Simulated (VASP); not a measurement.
# Si (I4_1/amd) in VASP: further runs

Runs on Si. Level: LDA. Tasks: single point.

Everything below comes from runs of VASP 6.6.1. Logs are shortened: lines on timing, memory, paths and dates and some standing lists are left out, and cuts for length are marked.

**1. The cell of the first run**

The structure is tetragonal, space group I4_1/amd (No. 141). Conventional cell: a = 3.840 Å, b = 3.840 Å, c = 5.268 Å, α = 90.00°, β = 90.00°, γ = 90.00°. Within 3.1 Å of Si (site symmetry -4m2) lie 4 Si at 2.33 Å.

**2. Single point, LDA (zz strain of -3 %)**

Contents of INCAR:

```
SYSTEM = Si
  ALGO = Normal
  EDIFF = 1E-6
  ENCUT = 520
  GGA = CA
  ISIF = 2
  ISMEAR = -1
  LASPH = .TRUE.
  LCHARG = .FALSE.
  LREAL = .FALSE.
  LWAVE = .FALSE.
  NBANDS = 11
  NELM = 80
  PREC = Accurate
  SIGMA = 0.08
```

Contents of KPOINTS:

```
k-points
0
G
  11 11 11
  0 0 0
```

Contents of POSCAR:

```
Si
1.0
    0.0000000000      2.7154700000      2.6340059000
    2.7154700000      0.0000000000      2.6340059000
    2.7154700000      2.7154700000      0.0000000000
Si
2
Direct
    0.5000000000      0.5000000000      0.5000000000
    0.7500000000      0.7500000000      0.7500000000
```

Potentials or basis: VASP PAW LDA potentials, release 64 (Si).

Run with:

```bash
$ cat potpaw_LDA.64/Si/POTCAR > POTCAR
$ mpirun -np 1 vasp_std > vasp.out
```

OUTCAR:

```text
SYSTEM = Si
   EDIFF = 1E-6
   ENCUT = 520
   GGA = CA
   ISIF = 2
   ISMEAR = -1
   LASPH = .TRUE.
   LREAL = .FALSE.
   NELM = 80
   PREC = Accurate

 ion  position               nearest neighbor table
   1  0.500  0.500  0.500-   2 2.33   2 2.33   2 2.33   2 2.33
   2  0.750  0.750  0.750-   1 2.33   1 2.33   1 2.33   1 2.33

  LATTYP: Found a body centered tetragonal cell.
 ALAT       =     3.8402545022
 C/A-ratio  =     1.3717871555

  Lattice vectors:

 A1 = (   0.0000000000,  -2.7154700000,  -2.6340059000)
 A2 = (   0.0000000000,   2.7154700000,  -2.6340059000)
 A3 = (   2.7154700000,   0.0000000000,   2.6340059000)

Analysis of symmetry for initial positions (statically):
=====================================================================
 Subroutine PRICEL returns:
 Original cell was already a primitive cell.

 Routine SETGRP: Setting up the symmetry group for a
 body centered tetragonal supercell.

 Subroutine GETGRP returns: Found 16 space group operations
 (whereof  8 operations were pure point group operations)
 out of a pool of 16 trial point group operations.

The static configuration has the point symmetry D_2d.
 The point group associated with its full space group is D_4h.

Analysis of symmetry for dynamics (positions and initial velocities):
=====================================================================
 Subroutine PRICEL returns:
 Original cell was already a primitive cell.

 Routine SETGRP: Setting up the symmetry group for a
 body centered tetragonal supercell.

 Subroutine GETGRP returns: Found 16 space group operations
 (whereof  8 operations were pure point group operations)
 out of a pool of 16 trial point group operations.

The dynamic configuration has the point symmetry D_2d.
 The point group associated with its full space group is D_4h.

 Subroutine INISYM returns: Found 16 space group operations
 (whereof  8 operations are pure point group operations),
 and found     1 'primitive' translations

----------------------------------------------------------------------------------------

                                     Primitive cell

  volume of cell :      38.8451

  direct lattice vectors                    reciprocal lattice vectors
     0.000000000  2.715470000  2.634005900    -0.184130187  0.184130187  0.189824935
     2.715470000  0.000000000  2.634005900     0.184130187 -0.184130187  0.189824935
     2.715470000  2.715470000  0.000000000     0.184130187  0.184130187 -0.189824935

  length of vectors
     3.783089267  3.783089267  3.840254502     0.322244252  0.322244252  0.322244252

  position of ions in fractional coordinates (direct lattice)
     0.500000000  0.500000000  0.500000000
     0.750000000  0.750000000  0.750000000

  ion indices of the primitive-cell ions
   primitive index   ion index
                 1           1
                 2           2

----------------------------------------------------------------------------------------

 KPOINTS: k-points

Automatic generation of k-mesh.
 Grid dimensions read from file:
 generate k-points for:   11   11   11

 Generating k-lattice:

  Cartesian coordinates                     Fractional coordinates (reciprocal lattice)
    -0.016739108  0.016739108  0.017256812     0.090909091  0.000000000  0.000000000
     0.016739108 -0.016739108  0.017256812     0.000000000  0.090909091  0.000000000
     0.016739108  0.016739108 -0.017256812    -0.000000000 -0.000000000  0.090909091

  Length of vectors
     0.029294932  0.029294932  0.029294932

  Shift w.r.t. Gamma in fractional coordinates (k-lattice)
     0.000000000  0.000000000  0.000000000

 Subroutine IBZKPT returns following result:
 ===========================================

 Found    126 irreducible k-points:

 Following reciprocal coordinates:
            Coordinates               Weight
  0.000000  0.000000  0.000000      1.000000
  0.090909 -0.000000  0.000000      8.000000
  0.181818  0.000000  0.000000      8.000000
  0.272727 -0.000000  0.000000      8.000000
  0.363636 -0.000000  0.000000      8.000000
  0.454545  0.000000  0.000000      8.000000
[... 16 lines left out ...]
 -0.272727  0.181818  0.000000      8.000000
 -0.181818  0.181818  0.000000      4.000000
 [... further k-points ...]
   k-points           NKPTS =    126   k-points in BZ     NKDIM =    126   number of bands    NBANDS=     11
   number of dos      NEDOS =    301   number of ions     NIONS =      2
   total plane-waves  NPLWV =  23520
   dimension x,y,z NGX =    28 NGY =   28 NGZ =   30
   dimension x,y,z NGXF=    56 NGYF=   56 NGZF=   60
   ions per type =               2
   NGX,Y,Z   is equivalent  to a cutoff of  12.30, 12.30, 12.99 a.u.
   NGXF,Y,Z  is equivalent  to a cutoff of  24.61, 24.61, 25.97 a.u.
 SYSTEM =  Si
   PREC   = accura    normal or accurate (medium, high low for compatibility)
   ISTART =      0    job   : 0-new  1-cont  2-samecut
   ICHARG =      2    charge: 1-file 2-atom 10-const
   ISPIN  =      1    spin polarized calculation?
   LNONCOLLINEAR =      F non collinear calculations
   LSORBIT =      F    spin-orbit coupling
   LASPH  =      T    aspherical Exc in radial PAW
   ENCUT  =  520.0 eV  38.22 Ry    6.18 a.u.   7.03  7.03  7.14*2*pi/ulx,y,z
   NELM   =     80;   NELMIN=  2; NELMDL= -5     # of ELM steps
   EDIFF  = 0.1E-05   stopping-criterion for ELM
   LREAL  =      F    real-space projection
   EDIFFG = 0.1E-04   stopping-criterion for IOM
   NSW    =      0    number of steps for IOM
   IBRION =     -1    ionic relax: 0-MD 1-quasi-New 2-CG
   NFREE  =      0    steps in history (QN), initial steepest desc. (CG)
   ISIF   =      2    stress and relaxation
   ISYM   =      2    0-nonsym 1-usesym 2-fastsym
   POTIM  = 0.5000    time-step for ionic-motion
   TEBEG  =    0.0;   TEEND  =   0.0 temperature during run
   PSTRESS=    0.0 pullay stress
   NELECT =       8.0000    total number of electrons
   NUPDOWN=      -1.0000    fix difference up-down
   EMIN   =  10.00;   EMAX   =-10.00  energy-range for DOS
   EFERMI =   0.00;   METHOD = LEGACY
   ISMEAR =    -1;   SIGMA  =   0.08  broadening in eV -4-tet -1-fermi 0-gaus
   EFERMI_NEDOS =   21; number of points for ismear=-14 and -15
   IALGO  =     38    algorithm
   IMIX   =      4    mixing-type and parameters
     AMIX     =   0.40;   BMIX     =  1.00
     AMIX_MAG =   1.60;   BMIX_MAG =  1.00
  volume/ion in A,a.u.               =      19.42       131.07
  Fermi-wavevector in a.u.,A,eV,Ry     =   0.966776  1.826942 12.716767  0.934656
  Thomas-Fermi vector in A             =   2.096606
   LORBIT       =      0    0 simple, 1 ext, 2 COOP (PROOUT), +10 PAW based schemes
   GGA     = CA    functional components
   LHFCALC =     F    Hartree Fock is set to
   AEXX    =    0.0000 exact exchange contribution
   IVDW    =     0    specifies the selected vdW correction
   LEPSILON=     F    determine dielectric tensor
   LRPA    =     F    only Hartree local field effects (RPA)
 non-spin polarized calculation
  energy-cutoff  :      520.00
  volume of cell :       38.85
 maximum number of plane-waves:      1066
   NGX = 13   NGY = 13   NGZ = 15

 number of electron       8.0000000 magnetization

 Free energy of the ion-electron system (eV)
  ---------------------------------------------------
  ext. energy  EPLUGINS =         0.00000000
  ---------------------------------------------------
  free energy    TOTEN  =       -11.91014876 eV

  energy without entropy =      -11.90919256  energy(sigma->0) =      -11.90967066

 E-fermi :   6.2572     XC(G=0):  -9.7213

 val. band max:        6.2229540332   @ k =   0.0000   0.0000   0.0000
 cond. band min:       6.3432754223   @ k =   0.4545   0.4545   0.0000
 fundamental gap:      0.1203213892
 Fermi energy:         6.2572427436

 k-point     1 :       0.0000    0.0000    0.0000
  band No.  band energies     occupation
      1      -6.0828      2.00000
      2       6.0150      1.90762
      3       6.0150      1.90762
      4       6.2230      1.21108
      5       8.5530      0.00000
      6       8.6615      0.00000
      7       8.6615      0.00000
      8       9.6317      0.00000
      9      13.5476      0.00000
     10      13.8934      0.00000
     11      14.0959      0.00000

 k-point     2 :       0.0909   -0.0000    0.0000
  band No.  band energies     occupation
      1      -5.9717      2.00000
      2       5.0780      2.00000
      3       5.8335      1.99003
      4       5.9940      1.92824
      5       8.6499      0.00000
      6       8.8738      0.00000
      7       8.9123      0.00000
      8      10.3778      0.00000
      9      13.2515      0.00000
     10      13.7265      0.00000
     11      14.3676      0.00000

 k-point     3 :       0.1818    0.0000    0.0000
  band No.  band energies     occupation
      1      -5.6422      2.00000
      2       3.3721      2.00000
      3       5.4649      1.99990
      4       5.6571      1.99890
      5       8.3655      0.00000
      6       9.3618      0.00000
      7       9.3676      0.00000
      8      11.9266      0.00000
      9      12.9656      0.00000
     10      13.2692      0.00000
     11      15.1338      0.00000
[... 267 lines left out ...]
 k-point    23 :      -0.2727    0.1818    0.0000
  band No.  band energies     occupation
      1      -4.3145      2.00000
      2       0.8010      2.00000
      3       2.9291      2.00000
      4       4.8006      2.00000
      5       8.5156      0.00000
      6      10.2886      0.00000
      7      10.5654      0.00000
      8      12.5334      0.00000
      9      12.5420      0.00000
     10      16.1727      0.00000
     11      17.8688      0.00000

 k-point    24 :      -0.1818    0.1818    0.0000
  band No.  band energies     occupation
      1      -4.9463      2.00000
      2       2.0167      2.00000
      3       3.4066      2.00000
      4       5.2431      1.99999
      5       8.9110      0.00000
      6       9.8443      0.00000
      7      10.2639      0.00000
      8      11.8337      0.00000
      9      12.0173      0.00000
     10      15.9669      0.00000
     11      16.8151      0.00000

 [... further k-points ...]

------------------------ aborting loop because EDIFF is reached ----------------------------------------

  FORCE on cell =-STRESS in cart. coord.  units (eV):
  Direction    XX          YY          ZZ          XY          YZ          ZX
  --------------------------------------------------------------------------------------
  -------------------------------------------------------------------------------------
  Total        0.1306384      0.1306384      0.7861113      0.0000000     -0.0000000      0.0000000
  in kB        5.3882102      5.3882102     32.4233469      0.0000000     -0.0000000      0.0000000
  external PRESSURE =      14.3999224 kB  Pullay stress =       0.0000000 kB

 VOLUME and BASIS-vectors are now :
 -----------------------------------------------------------------------------
  energy-cutoff  :      520.00
  volume of cell :       38.85
      direct lattice vectors                 reciprocal lattice vectors
     0.000000000  2.715470000  2.634005900    -0.184130187  0.184130187  0.189824935
     2.715470000  0.000000000  2.634005900     0.184130187 -0.184130187  0.189824935
     2.715470000  2.715470000  0.000000000     0.184130187  0.184130187 -0.189824935

 POSITION                                       TOTAL-FORCE (eV/Angst)
 -----------------------------------------------------------------------------------
      2.71547      2.71547      2.63401        -0.000000     -0.000000     -0.000000
      4.07320      4.07320      3.95101         0.000000      0.000000      0.000000
 -----------------------------------------------------------------------------------
    total drift:                                0.000000      0.000000     -0.000000

  FREE ENERGIE OF THE ION-ELECTRON SYSTEM (eV)
  ---------------------------------------------------
  free  energy   TOTEN  =       -11.9101487550 eV

  energy  without entropy=      -11.9091925601  energy(sigma->0) =      -11.90967066
```

Wall time 61 s (1 thread of AMD EPYC 7R13, shared host); peak memory 0.13 GiB.

What came out:

```yaml
Free_energy: -11.9101 eV
Pressure: 1.4 GPa
Band_gap_on_the_k_mesh: 0.12 eV (least direct gap 2.33 eV)
```

Caveat: the cell differs from its parent crystal (zz strain of -3 %); an odd mesh through Γ misses points on the zone boundary, where band edges can lie.

**3. Single point, LDA (zz strain of -1 %)**

Contents of INCAR:

```
SYSTEM = Si
PREC = Accurate
ENCUT = 520
EDIFF = 1E-7
ISMEAR = -1
SIGMA = 0.08
LREAL = .False.
LASPH = .True.
NELM = 80
ALGO = Normal
ISIF = 2
LWAVE = .False.
LCHARG = .False.
NBANDS = 11
```

Contents of KPOINTS:

```
regular mesh
0
Gamma
  11 11 11
  0 0 0
```

Contents of POSCAR:

```
Si
1.0
    0.0000000000      2.7154700000      2.6883153000
    2.7154700000      0.0000000000      2.6883153000
    2.7154700000      2.7154700000      0.0000000000
Si
2
Direct
    0.5000000000      0.5000000000      0.5000000000
    0.7500000000      0.7500000000      0.7500000000
```

Potentials or basis: VASP PAW LDA potentials, release 64 (Si).

Run with:

```bash
$ cat potpaw_LDA.64/Si/POTCAR > POTCAR
$ mpirun -np 1 vasp_std > vasp.out
```

It took 70 s on 1 thread of AMD EPYC 7R13, shared host; peak memory 0.13 GiB.

The run converged. Its results:

* Free energy: -11.9185 eV
* Pressure: -0.5 GPa
* Band gap on the k mesh: 0.37 eV (least direct gap 2.46 eV)

Stress tensor (GPa, compression positive):
```
-0.85  0.00  0.00
 0.00 -0.85  0.00
 0.00  0.00  0.09
```

Levels at points of the mesh, in eV from the valence-band top:
```csv
k point,band 2,band 3,band 4,band 5,band 6,band 7
"(0.00, 0.00, 0.00)",-0.07,-0.07,0.00,2.46,2.49,2.49
```

Caveat: the cell differs from its parent crystal (zz strain of -1 %); an odd mesh through Γ misses points on the zone boundary, where band edges can lie.

**4. Single point, LDA (zz strain of +2 %)**

Contents of INCAR:

```
SYSTEM = Si
PREC = Accurate
ENCUT = 520
EDIFF = 1E-6
ISMEAR = -1
SIGMA = 0.08
LREAL = .FALSE.
LASPH = .TRUE.
NELM = 80
ALGO = Normal
ISIF = 2
LWAVE = .FALSE.
LCHARG = .TRUE.
GGA = CA
LELF = .TRUE.
LVHAR = .TRUE.
NBANDS = 11
```

Contents of KPOINTS:

```
regular mesh
0
G
  11 11 11
  0 0 0
```

Contents of POSCAR:

```
Si
1.0
    0.0000000000      2.7154700000      2.7697794000
    2.7154700000      0.0000000000      2.7697794000
    2.7154700000      2.7154700000      0.0000000000
Si
2
Direct
    0.5000000000      0.5000000000      0.5000000000
    0.7500000000      0.7500000000      0.7500000000
```

Run with:

```bash
$ cat potpaw_LDA.64/Si/POTCAR > POTCAR
$ mpirun -np 1 vasp_std > vasp.out
```

Run time: 79 s. Hardware: 1 thread of AMD EPYC 7R13, shared host; peak memory 0.14 GiB.

The run converged. Its results:

| Item | Value |
| --- | --- |
| Free energy | -11.9020 eV |
| Pressure | -3.2 GPa |
| Band gap on the k mesh | 0.42 eV (least direct gap 2.43 eV) |

Stress tensor (GPa, compression positive):
```
-2.53  0.00  0.00
 0.00 -2.53  0.00
 0.00  0.00 -4.49
```

Levels at points of the mesh, in eV from the valence-band top:
```csv
k point,band 1,band 2,band 3,band 4,band 5,band 6,band 7,band 8
"(0.00, 0.00, 0.00)",-11.87,-0.14,0.00,0.00,2.45,2.45,2.52,2.93
```

Caveat: the cell differs from its parent crystal (zz strain of +2 %); the cell stands under tension; an odd mesh through Γ misses points on the zone boundary, where band edges can lie.

(Continued in part 2 of 2.)
